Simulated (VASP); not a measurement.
# TiAl (Pm-3m) in VASP: further runs

The runs below take TiAl through single point, with LDA.

Everything below comes from runs of VASP 6.6.1. Logs are shortened: lines on timing, memory, paths and dates and some standing lists are left out, and cuts for length are marked.

## Step 1: The cell of the first run

It takes space group Pm-3m (No. 221, cubic). The conventional cell has a = 3.124 Å, b = 3.124 Å, c = 3.124 Å, α = 90.00°, β = 90.00°, γ = 90.00°. Within 3.6 Å of Ti (site symmetry m-3m) lie 8 Al at 2.71 Å and 6 Ti at 3.12 Å. Within 3.6 Å of Al (site symmetry m-3m) lie 8 Ti at 2.71 Å and 6 Al at 3.12 Å.

## Step 2: Single point, LDA

Input file INCAR:

```
SYSTEM = TiAl
ALGO     = Normal         ! electronic algorithm
EDIFF    = 1E-7           ! SCF threshold, eV
ENCUT    = 520            ! plane-wave cutoff, eV
ISIF     = 2              ! what is computed and relaxed
ISMEAR   = 0              ! smearing method
LASPH    = .True.         ! aspherical terms in the spheres
LCHARG   = .False.        ! write CHGCAR
LREAL    = .False.        ! projectors in reciprocal space
LWAVE    = .False.        ! write WAVECAR
NBANDS   = 14             ! bands
NELM     = 80             ! most SCF steps
PREC     = Accurate       ! precision mode
SIGMA    = 0.1            ! smearing width, eV
```

Input file KPOINTS:

```
k-points
0
Gamma
  14 14 14
  0 0 0
```

Input file POSCAR:

```
TiAl
1.0
    3.1240862282      0.0000000000      0.0000000000
    0.0000000000      3.1240862282      0.0000000000
    0.0000000000      0.0000000000      3.1240862282
Ti Al
1 1
Direct
    0.0000000000      0.0000000000      0.0000000000
    0.5000000000      0.5000000000      0.5000000000
```

Potentials or basis: VASP PAW LDA potentials, release 64 (Ti_sv, Al).

On the command line:

```sh
> cat potpaw_LDA.64/Ti_sv/POTCAR potpaw_LDA.64/Al/POTCAR > POTCAR
> mpirun -np 1 vasp_std > vasp.out
```

OUTCAR:

```text
SYSTEM = TiAl
   EDIFF = 1E-7
   ENCUT = 520
   ISIF = 2
   ISMEAR = 0
   LASPH = .True.
   LREAL = .False.
   NELM = 80
   PREC = Accurate

 ion  position               nearest neighbor table
   1  0.000  0.000  0.000-   2 2.71   2 2.71   2 2.71   2 2.71   2 2.71   2 2.71   2 2.71   2 2.71

   2  0.500  0.500  0.500-   1 2.71   1 2.71   1 2.71   1 2.71   1 2.71   1 2.71   1 2.71   1 2.71

  LATTYP: Found a simple cubic cell.
 ALAT       =     3.1240862282

  Lattice vectors:

 A1 = (   3.1240862282,   0.0000000000,   0.0000000000)
 A2 = (   0.0000000000,   3.1240862282,   0.0000000000)
 A3 = (   0.0000000000,   0.0000000000,   3.1240862282)

Analysis of symmetry for initial positions (statically):
=====================================================================
 Subroutine PRICEL returns:
 Original cell was already a primitive cell.

 Routine SETGRP: Setting up the symmetry group for a
 simple cubic supercell.

 Subroutine GETGRP returns: Found 48 space group operations
 (whereof 48 operations were pure point group operations)
 out of a pool of 48 trial point group operations.

The static configuration has the point symmetry O_h .

Analysis of symmetry for dynamics (positions and initial velocities):
=====================================================================
 Subroutine PRICEL returns:
 Original cell was already a primitive cell.

 Routine SETGRP: Setting up the symmetry group for a
 simple cubic supercell.

 Subroutine GETGRP returns: Found 48 space group operations
 (whereof 48 operations were pure point group operations)
 out of a pool of 48 trial point group operations.

The dynamic configuration has the point symmetry O_h .

 Subroutine INISYM returns: Found 48 space group operations
 (whereof 48 operations are pure point group operations),
 and found     1 'primitive' translations

----------------------------------------------------------------------------------------

                                     Primitive cell

  volume of cell :      30.4908

  direct lattice vectors                    reciprocal lattice vectors
     3.124086228  0.000000000  0.000000000     0.320093598  0.000000000  0.000000000
     0.000000000  3.124086228  0.000000000     0.000000000  0.320093598  0.000000000
     0.000000000  0.000000000  3.124086228     0.000000000  0.000000000  0.320093598

  length of vectors
     3.124086228  3.124086228  3.124086228     0.320093598  0.320093598  0.320093598

  position of ions in fractional coordinates (direct lattice)
     0.000000000  0.000000000  0.000000000
     0.500000000  0.500000000  0.500000000

  ion indices of the primitive-cell ions
   primitive index   ion index
                 1           1
                 2           2

----------------------------------------------------------------------------------------

 KPOINTS: k-points

Automatic generation of k-mesh.
 Grid dimensions read from file:
 generate k-points for:   14   14   14

 Generating k-lattice:

  Cartesian coordinates                     Fractional coordinates (reciprocal lattice)
     0.022863828  0.000000000  0.000000000     0.071428571  0.000000000  0.000000000
     0.000000000  0.022863828  0.000000000     0.000000000  0.071428571  0.000000000
     0.000000000  0.000000000  0.022863828     0.000000000  0.000000000  0.071428571

  Length of vectors
     0.022863828  0.022863828  0.022863828

  Shift w.r.t. Gamma in fractional coordinates (k-lattice)
     0.000000000  0.000000000  0.000000000

 Subroutine IBZKPT returns following result:
 ===========================================

 Found    120 irreducible k-points:

 Following reciprocal coordinates:
            Coordinates               Weight
  0.000000  0.000000  0.000000      1.000000
  0.071429  0.000000  0.000000      6.000000
  0.142857  0.000000  0.000000      6.000000
  0.214286  0.000000  0.000000      6.000000
  0.285714  0.000000  0.000000      6.000000
  0.357143  0.000000  0.000000      6.000000
[... 16 lines left out ...]
  0.285714  0.214286  0.000000     24.000000
  0.357143  0.214286  0.000000     24.000000
 [... further k-points ...]
   k-points           NKPTS =    120   k-points in BZ     NKDIM =    120   number of bands    NBANDS=     14
   number of dos      NEDOS =    301   number of ions     NIONS =      2
   total plane-waves  NPLWV =  13824
   dimension x,y,z NGX =    24 NGY =   24 NGZ =   24
   dimension x,y,z NGXF=    48 NGYF=   48 NGZF=   48
   ions per type =               1   1
   NGX,Y,Z   is equivalent  to a cutoff of  12.77, 12.77, 12.77 a.u.
   NGXF,Y,Z  is equivalent  to a cutoff of  25.54, 25.54, 25.54 a.u.
 SYSTEM =  TiAl
   PREC   = accura    normal or accurate (medium, high low for compatibility)
   ISTART =      0    job   : 0-new  1-cont  2-samecut
   ICHARG =      2    charge: 1-file 2-atom 10-const
   ISPIN  =      1    spin polarized calculation?
   LNONCOLLINEAR =      F non collinear calculations
   LSORBIT =      F    spin-orbit coupling
   LASPH  =      T    aspherical Exc in radial PAW
   ENCUT  =  520.0 eV  38.22 Ry    6.18 a.u.   5.81  5.81  5.81*2*pi/ulx,y,z
   NELM   =     80;   NELMIN=  2; NELMDL= -5     # of ELM steps
   EDIFF  = 0.1E-06   stopping-criterion for ELM
   LREAL  =      F    real-space projection
   EDIFFG = 0.1E-05   stopping-criterion for IOM
   NSW    =      0    number of steps for IOM
   IBRION =     -1    ionic relax: 0-MD 1-quasi-New 2-CG
   NFREE  =      0    steps in history (QN), initial steepest desc. (CG)
   ISIF   =      2    stress and relaxation
   ISYM   =      2    0-nonsym 1-usesym 2-fastsym
   POTIM  = 0.5000    time-step for ionic-motion
   TEBEG  =    0.0;   TEEND  =   0.0 temperature during run
   PSTRESS=    0.0 pullay stress
   NELECT =      15.0000    total number of electrons
   NUPDOWN=      -1.0000    fix difference up-down
   EMIN   =  10.00;   EMAX   =-10.00  energy-range for DOS
   EFERMI =   0.00;   METHOD = LEGACY
   ISMEAR =     0;   SIGMA  =   0.10  broadening in eV -4-tet -1-fermi 0-gaus
   EFERMI_NEDOS =   21; number of points for ismear=-14 and -15
   IALGO  =     38    algorithm
   IMIX   =      4    mixing-type and parameters
     AMIX     =   0.40;   BMIX     =  1.00
     AMIX_MAG =   1.60;   BMIX_MAG =  1.00
  volume/ion in A,a.u.               =      15.25       102.88
  Fermi-wavevector in a.u.,A,eV,Ry     =   1.292356  2.442199 22.724241  1.670185
  Thomas-Fermi vector in A             =   2.424069
   LORBIT       =      0    0 simple, 1 ext, 2 COOP (PROOUT), +10 PAW based schemes
   GGA     = CA    functional components
   LHFCALC =     F    Hartree Fock is set to
   AEXX    =    0.0000 exact exchange contribution
   IVDW    =     0    specifies the selected vdW correction
   LEPSILON=     F    determine dielectric tensor
   LRPA    =     F    only Hartree local field effects (RPA)
 non-spin polarized calculation
 Gauss-broadening in eV      SIGMA  =   0.10
  energy-cutoff  :      520.00
  volume of cell :       30.49
 maximum number of plane-waves:       840
 NGX is ok and might be reduce to    24
   NGX = 11   NGY = 11   NGZ = 11

 number of electron      14.9999996 magnetization

 Free energy of the ion-electron system (eV)
  ---------------------------------------------------
  ext. energy  EPLUGINS =         0.00000000
  ---------------------------------------------------
  free energy    TOTEN  =       -13.30511339 eV

  energy without entropy =      -13.29319192  energy(sigma->0) =      -13.29915266

 E-fermi :   9.0903     XC(G=0): -11.5453

 val. band max:        9.0895198681   @ k =   0.5000   0.0714   0.0000
 cond. band min:       9.0928464637   @ k =   0.2857   0.2857   0.0000
 fundamental gap:      0.0033265956
 Fermi energy:         9.0903280263

 k-point     1 :       0.0000    0.0000    0.0000
  band No.  band energies     occupation
      1     -47.0015      2.00000
      2     -23.5814      2.00000
      3     -23.5814      2.00000
      4     -23.5814      2.00000
      5      -0.3367      2.00000
      6       7.5475      2.00000
      7       7.5475      2.00000
      8      10.9583      0.00000
      9      10.9583      0.00000
     10      10.9583      0.00000
     11      13.7634      0.00000
     12      13.7634      0.00000
     13      13.7634      0.00000
     14      18.2912      0.00000

 k-point     2 :       0.0714    0.0000    0.0000
  band No.  band energies     occupation
      1     -47.0006      2.00000
      2     -23.5922      2.00000
      3     -23.5804      2.00000
      4     -23.5804      2.00000
      5      -0.2516      2.00000
      6       7.5121      2.00000
      7       7.5862      2.00000
      8      10.8085      0.00000
      9      10.8085      0.00000
     10      10.9690      0.00000
     11      13.4120      0.00000
     12      13.9732      0.00000
     13      13.9732      0.00000
     14      18.1677      0.00000

 k-point     3 :       0.1429    0.0000    0.0000
  band No.  band energies     occupation
      1     -46.9978      2.00000
      2     -23.6224      2.00000
      3     -23.5778      2.00000
      4     -23.5778      2.00000
      5       0.0014      2.00000
      6       7.3587      2.00000
      7       7.6981      2.00000
      8      10.4622      0.00000
      9      10.4622      0.00000
     10      10.9991      0.00000
     11      12.7265      0.00000
     12      14.5019      0.00000
     13      14.5019      0.00000
     14      17.8209      0.00000

 k-point     4 :       0.2143    0.0000    0.0000
  band No.  band energies     occupation
      1     -46.9938      2.00000
      2     -23.6658      2.00000
      3     -23.5740      2.00000
      4     -23.5739      2.00000
      5       0.4143      2.00000
      6       6.9759      2.00000
      7       7.8697      2.00000
      8      10.0693      0.00000
      9      10.0693      0.00000
     10      11.0432      0.00000
     11      12.1934      0.00000
     12      15.2080      0.00000
     13      15.2080      0.00000
     14      17.3182      0.00000

 k-point     5 :       0.2857    0.0000    0.0000
  band No.  band energies     occupation
      1     -46.9893      2.00000
      2     -23.7136      2.00000
      3     -23.5697      2.00000
      4     -23.5697      2.00000
      5       0.9746      2.00000
      6       6.3052      2.00000
      7       8.0762      2.00000
      8       9.7143      0.00000
      9       9.7143      0.00000
     10      11.0929      0.00000
     11      12.0035      0.00000
[... 276 lines left out ...]
 k-point    22 :       0.2143    0.2143    0.0000
  band No.  band energies     occupation
      1     -46.9861      2.00000
      2     -23.6599      2.00000
      3     -23.6530      2.00000
      4     -23.5666      2.00000
      5       1.1127      2.00000
      6       7.3503      2.00000
      7       7.3591      2.00000
      8       9.3129      0.00164
      9      10.0491      0.00000
     10      10.4795      0.00000
     11      12.6328      0.00000
     12      13.6846      0.00000
     13      16.3575      0.00000
     14      17.7192      0.00000

 k-point    23 :       0.2857    0.2143    0.0000
  band No.  band energies     occupation
      1     -46.9817      2.00000
      2     -23.7034      2.00000
      3     -23.6508      2.00000
      4     -23.5623      2.00000
      5       1.6275      2.00000
      6       6.6993      2.00000
      7       7.6066      2.00000
      8       9.1701      0.25955
      9       9.8468      0.00000
     10      10.4420      0.00000
     11      12.3691      0.00000
     12      13.9706      0.00000
     13      17.0089      0.00000
     14      17.3808      0.00000

 k-point    24 :       0.3571    0.2143    0.0000
  band No.  band energies     occupation
      1     -46.9778      2.00000
      2     -23.7450      2.00000
      3     -23.6461      2.00000
      4     -23.5585      2.00000
      5       2.2494      2.00000
      6       5.8854      2.00000
      7       7.8874      2.00000
      8       9.0259      1.63795
      9       9.6213      0.00000
     10      10.4872      0.00000
     11      12.2220      0.00000
     12      14.4561      0.00000
     13      16.9046      0.00000
     14      17.6810      0.00000

 [... further k-points ...]

------------------------ aborting loop because EDIFF is reached ----------------------------------------

  FORCE on cell =-STRESS in cart. coord.  units (eV):
  Direction    XX          YY          ZZ          XY          YZ          ZX
  --------------------------------------------------------------------------------------
  -------------------------------------------------------------------------------------
  Total        0.0351000      0.0351000      0.0351000      0.0000000      0.0000000     -0.0000000
  in kB        1.8443737      1.8443737      1.8443737      0.0000000      0.0000000     -0.0000000
  external PRESSURE =       1.8443737 kB  Pullay stress =       0.0000000 kB

 VOLUME and BASIS-vectors are now :
 -----------------------------------------------------------------------------
  energy-cutoff  :      520.00
  volume of cell :       30.49
      direct lattice vectors                 reciprocal lattice vectors
     3.124086228  0.000000000  0.000000000     0.320093598  0.000000000  0.000000000
     0.000000000  3.124086228  0.000000000     0.000000000  0.320093598  0.000000000
     0.000000000  0.000000000  3.124086228     0.000000000  0.000000000  0.320093598

 POSITION                                       TOTAL-FORCE (eV/Angst)
 -----------------------------------------------------------------------------------
      0.00000      0.00000      0.00000         0.000000      0.000000      0.000000
      1.56204      1.56204      1.56204         0.000000      0.000000      0.000000
 -----------------------------------------------------------------------------------
    total drift:                                0.000000      0.000000      0.000000

  FREE ENERGIE OF THE ION-ELECTRON SYSTEM (eV)
  ---------------------------------------------------
  free  energy   TOTEN  =       -13.3051133946 eV

  energy  without entropy=      -13.2931919170  energy(sigma->0) =      -13.29915266
```

Wall time 12 s (1 thread of Intel Xeon 6975P-C (Granite Rapids), shared host); peak memory 0.16 GiB.

Results:

```yaml
Free_energy: -13.3051 eV
Pressure: 0.2 GPa
```

[end of part 1 of 2]
